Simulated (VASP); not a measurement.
# Bi (P6_3/mmc) in VASP: a series of runs

Runs on Bi. Level: PBEsol. Tasks: single point.

Program: VASP 6.6.1. These are calculated values, not measurements. Logs are shortened: lines on timing, memory, paths and dates and some standing lists are left out, and cuts for length are marked.

## 1. The cell of the first run

It takes space group P6_3/mmc (No. 194, hexagonal). The conventional cell has a = 4.277 Å, b = 4.277 Å, c = 4.209 Å, α = 90.00°, β = 90.00°, γ = 120.00°. Bi (site symmetry -6m2) has 14 Bi at 3.24 to 4.28 Å within 4.3 Å.

This isn't the form of Bi at room conditions, which is rhombohedral.

## 2. Single point, PBEsol

Contents of INCAR:

```
PREC = Accurate ; ENCUT = 520
EDIFF = 1E-6 ; ISMEAR = 0
SIGMA = 0.1 ; LREAL = False
LASPH = True ; NELM = 60
ALGO = Fast ; ISIF = 2
LWAVE = False ; LCHARG = False
GGA = PS ; NBANDS = 22
```

Contents of KPOINTS:

```
Automatic mesh
0
Gamma
  6 6 4
```

Contents of POSCAR:

```
Bi
1.0
    4.2768407957      0.0000000000      0.0000000000
   -2.1384203978      3.7038527770      0.0000000000
    0.0000000000      0.0000000000      4.2090028228
Bi
2
Direct
    0.3333333333      0.6666666667      0.2500000000
    0.6666666667      0.3333333333      0.7500000000
```

Potentials or basis: VASP PAW PBE potentials, release 64 (Bi_d).

Launch:

```console
cat potpaw_PBE.64/Bi_d/POTCAR > POTCAR
mpirun -np 1 vasp_std > vasp.out
```

OUTCAR:

```text
PREC = Accurate
   ENCUT = 520
   EDIFF = 1E-6
   ISMEAR = 0
   LREAL = False
   LASPH = True
   NELM = 60
   ISIF = 2
   GGA = PS

 ion  position               nearest neighbor table
   1  0.333  0.667  0.250-   2 3.24   2 3.24   2 3.24   2 3.24   2 3.24   2 3.24
   2  0.667  0.333  0.750-   1 3.24   1 3.24   1 3.24   1 3.24   1 3.24   1 3.24

  LATTYP: Found a hexagonal cell.
 ALAT       =     4.2768407957
 C/A-ratio  =     0.9841382983

  Lattice vectors:

 A1 = (   4.2768407957,   0.0000000000,   0.0000000000)
 A2 = (  -2.1384203978,   3.7038527770,   0.0000000000)
 A3 = (   0.0000000000,   0.0000000000,   4.2090028228)

Analysis of symmetry for initial positions (statically):
=====================================================================
 Subroutine PRICEL returns:
 Original cell was already a primitive cell.

 Routine SETGRP: Setting up the symmetry group for a
 hexagonal supercell.

 Subroutine GETGRP returns: Found 24 space group operations
 (whereof 12 operations were pure point group operations)
 out of a pool of 24 trial point group operations.

The static configuration has the point symmetry D_3d.
 The point group associated with its full space group is D_6h.

Analysis of symmetry for dynamics (positions and initial velocities):
=====================================================================
 Subroutine PRICEL returns:
 Original cell was already a primitive cell.

 Routine SETGRP: Setting up the symmetry group for a
 hexagonal supercell.

 Subroutine GETGRP returns: Found 24 space group operations
 (whereof 12 operations were pure point group operations)
 out of a pool of 24 trial point group operations.

The dynamic configuration has the point symmetry D_3d.
 The point group associated with its full space group is D_6h.

 Subroutine INISYM returns: Found 24 space group operations
 (whereof 12 operations are pure point group operations),
 and found     1 'primitive' translations

----------------------------------------------------------------------------------------

                                     Primitive cell

  volume of cell :      66.6739

  direct lattice vectors                    reciprocal lattice vectors
     4.276840796  0.000000000  0.000000000     0.233817448  0.134994566  0.000000000
    -2.138420398  3.703852777  0.000000000     0.000000000  0.269989133  0.000000000
     0.000000000  0.000000000  4.209002823     0.000000000  0.000000000  0.237585966

  length of vectors
     4.276840796  4.276840796  4.209002823     0.269989133  0.269989133  0.237585966

  position of ions in fractional coordinates (direct lattice)
     0.333333333  0.666666667  0.250000000
     0.666666667  0.333333333  0.750000000

  ion indices of the primitive-cell ions
   primitive index   ion index
                 1           1
                 2           2

----------------------------------------------------------------------------------------

 KPOINTS: Automatic mesh

Automatic generation of k-mesh.
 Grid dimensions read from file:
 generate k-points for:    6    6    4

 Generating k-lattice:

  Cartesian coordinates                     Fractional coordinates (reciprocal lattice)
     0.038969575  0.022499094  0.000000000     0.166666667  0.000000000  0.000000000
     0.000000000  0.044998189  0.000000000     0.000000000  0.166666667  0.000000000
     0.000000000  0.000000000  0.059396491     0.000000000  0.000000000  0.250000000

  Length of vectors
     0.044998189  0.044998189  0.059396491

  Shift w.r.t. Gamma in fractional coordinates (k-lattice)
     0.000000000  0.000000000  0.000000000

 Subroutine IBZKPT returns following result:
 ===========================================

 Found     21 irreducible k-points:

 Following reciprocal coordinates:
            Coordinates               Weight
  0.000000  0.000000  0.000000      1.000000
  0.166667 -0.000000  0.000000      6.000000
  0.333333 -0.000000  0.000000      6.000000
  0.500000 -0.000000  0.000000      3.000000
  0.166667  0.166667  0.000000      6.000000
  0.333333  0.166667  0.000000     12.000000
[... 13 lines left out ...]
  0.333333  0.166667  0.500000     12.000000
  0.333333  0.333333  0.500000      2.000000
   k-points           NKPTS =     21   k-points in BZ     NKDIM =     21   number of bands    NBANDS=     22
   number of dos      NEDOS =    301   number of ions     NIONS =      2
   total plane-waves  NPLWV =  32768
   dimension x,y,z NGX =    32 NGY =   32 NGZ =   32
   dimension x,y,z NGXF=    64 NGYF=   64 NGZF=   64
   ions per type =               2
   NGX,Y,Z   is equivalent  to a cutoff of  12.44, 12.44, 12.64 a.u.
   NGXF,Y,Z  is equivalent  to a cutoff of  24.88, 24.88, 25.28 a.u.
 SYSTEM =  unknown system
   PREC   = accura    normal or accurate (medium, high low for compatibility)
   ISTART =      0    job   : 0-new  1-cont  2-samecut
   ICHARG =      2    charge: 1-file 2-atom 10-const
   ISPIN  =      1    spin polarized calculation?
   LNONCOLLINEAR =      F non collinear calculations
   LSORBIT =      F    spin-orbit coupling
   LASPH  =      T    aspherical Exc in radial PAW
   ENCUT  =  520.0 eV  38.22 Ry    6.18 a.u.   7.95  7.95  7.83*2*pi/ulx,y,z
   NELM   =     60;   NELMIN=  2; NELMDL= -5     # of ELM steps
   EDIFF  = 0.1E-05   stopping-criterion for ELM
   LREAL  =      F    real-space projection
   EDIFFG = 0.1E-04   stopping-criterion for IOM
   NSW    =      0    number of steps for IOM
   IBRION =     -1    ionic relax: 0-MD 1-quasi-New 2-CG
   NFREE  =      0    steps in history (QN), initial steepest desc. (CG)
   ISIF   =      2    stress and relaxation
   ISYM   =      2    0-nonsym 1-usesym 2-fastsym
   POTIM  = 0.5000    time-step for ionic-motion
   TEBEG  =    0.0;   TEEND  =   0.0 temperature during run
   PSTRESS=    0.0 pullay stress
   NELECT =      30.0000    total number of electrons
   NUPDOWN=      -1.0000    fix difference up-down
   EMIN   =  10.00;   EMAX   =-10.00  energy-range for DOS
   EFERMI =   0.00;   METHOD = LEGACY
   ISMEAR =     0;   SIGMA  =   0.10  broadening in eV -4-tet -1-fermi 0-gaus
   EFERMI_NEDOS =   21; number of points for ismear=-14 and -15
   IALGO  =     68    algorithm
   IMIX   =      4    mixing-type and parameters
     AMIX     =   0.40;   BMIX     =  1.00
     AMIX_MAG =   1.60;   BMIX_MAG =  1.00
  volume/ion in A,a.u.               =      33.34       224.97
  Fermi-wavevector in a.u.,A,eV,Ry     =   1.254479  2.370621 21.411712  1.573716
  Thomas-Fermi vector in A             =   2.388282
   LORBIT       =      0    0 simple, 1 ext, 2 COOP (PROOUT), +10 PAW based schemes
   GGA     = PS    functional components
   LHFCALC =     F    Hartree Fock is set to
   AEXX    =    0.0000 exact exchange contribution
   IVDW    =     0    specifies the selected vdW correction
   LEPSILON=     F    determine dielectric tensor
   LRPA    =     F    only Hartree local field effects (RPA)
 non-spin polarized calculation
 RMM-DIIS sequential band-by-band and
 Gauss-broadening in eV      SIGMA  =   0.10
  energy-cutoff  :      520.00
  volume of cell :       66.67
 maximum number of plane-waves:      1806
 NGX is ok and might be reduce to    32
   NGX = 15   NGY = 15   NGZ = 15

 number of electron      30.0000007 magnetization

 Free energy of the ion-electron system (eV)
  ---------------------------------------------------
  ext. energy  EPLUGINS =         0.00000000
  ---------------------------------------------------
  free energy    TOTEN  =        -8.48048926 eV

  energy without entropy =       -8.47415924  energy(sigma->0) =       -8.47732425

 E-fermi :   6.8820     XC(G=0):  -9.9889

 val. band max:        6.8484925492   @ k =   0.1667  -0.0000   0.2500
 cond. band min:       7.0059287933   @ k =   0.3333  -0.0000   0.5000
 fundamental gap:      0.1574362440
 Fermi energy:         6.8819659217

 k-point     1 :       0.0000    0.0000    0.0000
  band No.  band energies     occupation
      1     -16.0174      2.00000
      2     -16.0174      2.00000
      3     -15.9939      2.00000
      4     -15.8905      2.00000
      5     -15.8905      2.00000
      6     -15.8827      2.00000
[... 14 lines left out ...]
     21      15.8479      0.00000
     22      15.8479      0.00000

 k-point     2 :       0.1667   -0.0000    0.0000
  band No.  band energies     occupation
      1     -16.0270      2.00000
      2     -16.0079      2.00000
      3     -15.9926      2.00000
      4     -15.9097      2.00000
      5     -15.9091      2.00000
      6     -15.8659      2.00000
[... 14 lines left out ...]
     21      14.6881      0.00000
     22      15.4699      0.00000

 k-point     3 :       0.3333   -0.0000    0.0000
  band No.  band energies     occupation
      1     -16.0448      2.00000
      2     -15.9977      2.00000
      3     -15.9853      2.00000
      4     -15.9194      2.00000
      5     -15.9130      2.00000
      6     -15.8577      2.00000
[... 14 lines left out ...]
     21      15.5777      0.00000
     22      15.8248      0.00000

 k-point     4 :       0.5000   -0.0000    0.0000
  band No.  band energies     occupation
      1     -16.0530      2.00000
      2     -16.0035      2.00000
      3     -15.9710      2.00000
      4     -15.9221      2.00000
      5     -15.9070      2.00000
      6     -15.8574      2.00000
[... 14 lines left out ...]
     21      16.6582      0.00000
     22      16.6687      0.00000

 k-point     5 :       0.1667    0.1667    0.0000
  band No.  band energies     occupation
      1     -16.0446      2.00000
      2     -15.9895      2.00000
      3     -15.9854      2.00000
      4     -15.9420      2.00000
      5     -15.8830      2.00000
      6     -15.8780      2.00000
[... 342 lines left out ...]
 k-point    19 :       0.1667    0.1667    0.5000
  band No.  band energies     occupation
      1     -15.9897      2.00000
      2     -15.9897      2.00000
      3     -15.9793      2.00000
      4     -15.9793      2.00000
      5     -15.8694      2.00000
      6     -15.8694      2.00000
[... 14 lines left out ...]
     21      16.5345      0.00000
     22      16.5345      0.00000

 k-point    20 :       0.3333    0.1667    0.5000
  band No.  band energies     occupation
      1     -15.9624      2.00000
      2     -15.9624      2.00000
      3     -15.9297      2.00000
      4     -15.9297      2.00000
      5     -15.8714      2.00000
      6     -15.8714      2.00000
[... 14 lines left out ...]
     21      17.6300      0.00000
     22      17.6303      0.00000

 k-point    21 :       0.3333    0.3333    0.5000
  band No.  band energies     occupation
      1     -15.9447      2.00000
      2     -15.9447      2.00000
      3     -15.9105      2.00000
      4     -15.9105      2.00000
      5     -15.8773      2.00000
      6     -15.8773      2.00000
[... 14 lines left out ...]
     21      15.9613      0.00000
     22      15.9613      0.00000

------------------------ aborting loop because EDIFF is reached ----------------------------------------

  FORCE on cell =-STRESS in cart. coord.  units (eV):
  Direction    XX          YY          ZZ          XY          YZ          ZX
  --------------------------------------------------------------------------------------
  -------------------------------------------------------------------------------------
  Total       -0.1997919     -0.1997919     -0.1230462     -0.0000000     -0.0000000      0.0000000
  in kB       -4.8010089     -4.8010089     -2.9568068     -0.0000000     -0.0000000      0.0000000
  external PRESSURE =      -4.1862748 kB  Pullay stress =       0.0000000 kB

 VOLUME and BASIS-vectors are now :
 -----------------------------------------------------------------------------
  energy-cutoff  :      520.00
  volume of cell :       66.67
      direct lattice vectors                 reciprocal lattice vectors
     4.276840796  0.000000000  0.000000000     0.233817448  0.134994566  0.000000000
    -2.138420398  3.703852777  0.000000000     0.000000000  0.269989133  0.000000000
     0.000000000  0.000000000  4.209002823     0.000000000  0.000000000  0.237585966

 POSITION                                       TOTAL-FORCE (eV/Angst)
 -----------------------------------------------------------------------------------
     -0.00000      2.46924      1.05225         0.000000      0.000000      0.000000
      2.13842      1.23462      3.15675        -0.000000     -0.000000      0.000000
 -----------------------------------------------------------------------------------
    total drift:                                0.000000     -0.000000      0.000000

  FREE ENERGIE OF THE ION-ELECTRON SYSTEM (eV)
  ---------------------------------------------------
  free  energy   TOTEN  =        -8.4804892596 eV

  energy  without entropy=       -8.4741592433  energy(sigma->0) =       -8.47732425
```

It took 40 s on 1 thread of Intel Xeon 8259CL, shared host; peak memory 0.18 GiB.

What came out:

```
Free energy            : -8.4805 eV
Pressure               : -0.4 GPa
Band gap on the k mesh : zero (bands 15 and 16 overlap by 2.93 eV)
```

Stress tensor (GPa, compression positive):
```
-0.48  0.00  0.00
 0.00 -0.48  0.00
 0.00  0.00 -0.30
```

Caveat: the k points lie up to 0.37 Å⁻¹ apart, too coarse for converged energies and pressures of a metal; the PAW data sets were made with another functional, which shifts forces and pressure a little; spin-orbit coupling is left out, which moves the levels of the heavy elements.

## 3. Single point, PBEsol

This run uses another cell than the first one, of 46.34 Å³/atom.

Contents of INCAR:

```
PREC = Accurate ; ENCUT = 520
EDIFF = 1E-6 ; ISMEAR = 0
SIGMA = 0.1 ; LREAL = F
LASPH = T ; NELM = 60
ALGO = Fast ; ISIF = 2
LWAVE = F ; LCHARG = F
GGA = PS ; NBANDS = 22
```

KPOINTS is that of step 2.

Contents of POSCAR:

```
Bi
1.0
    4.5367400000      0.0000000000      0.0000000000
   -2.2683700000      3.9289320904      0.0000000000
    0.0000000000      0.0000000000      5.1998300000
Bi
2
Direct
    0.3333333333      0.6666666667      0.2500000000
    0.6666666667      0.3333333333      0.7500000000
```

Potentials or basis: VASP PAW PBE potentials, release 64 (Bi_d).

Launch:

```console
cat potpaw_PBE.64/Bi_d/POTCAR > POTCAR
mpirun -np 1 vasp_std > vasp.out
```

It took 89 s on 1 thread of Intel Xeon 8259CL, shared host; peak memory 0.22 GiB.

Results (log left out):

```yaml
Free_energy: -7.2609 eV
Pressure: -8.4 GPa
Band_gap_on_the_k_mesh: zero (bands 15 and 16 overlap by 2.28 eV)
```

Stress tensor (GPa, compression positive):
```
 -6.59   0.00   0.00
  0.00  -6.59   0.00
  0.00   0.00 -12.05
```

Levels at points of the mesh, in eV from the Fermi level:
| k point | band 12 | band 13 | band 14 | band 15 | band 16 | band 17 | band 18 | band 19 |
| --- | --- | --- | --- | --- | --- | --- | --- | --- |
| (0.00, 0.00, 0.00) | -9.11 | -2.49 | 0.05 | 0.05 | 1.97 | 1.97 | 3.73 | 4.03 |
| (0.50, 0.00, 0.00) | -9.82 | -2.24 | -1.15 | -0.90 | -0.18 | 0.69 | 2.58 | 3.97 |
| (0.00, 0.00, 0.50) | -10.60 | -0.13 | -0.13 | 1.01 | 1.01 | 1.01 | 1.01 | 6.44 |
| (0.50, 0.00, 0.50) | -10.14 | -3.03 | -3.03 | 0.23 | 0.23 | 1.82 | 1.82 | 6.46 |

Caveat: the stress differs along the axes, from -12 to -7 GPa; the PAW data sets were made with another functional, which shifts forces and pressure a little; spin-orbit coupling is left out, which moves the levels of the heavy elements.

[end of part 1 of 3]

The gap in the log of VASP goes by the Fermi energy; the results here count the filled bands.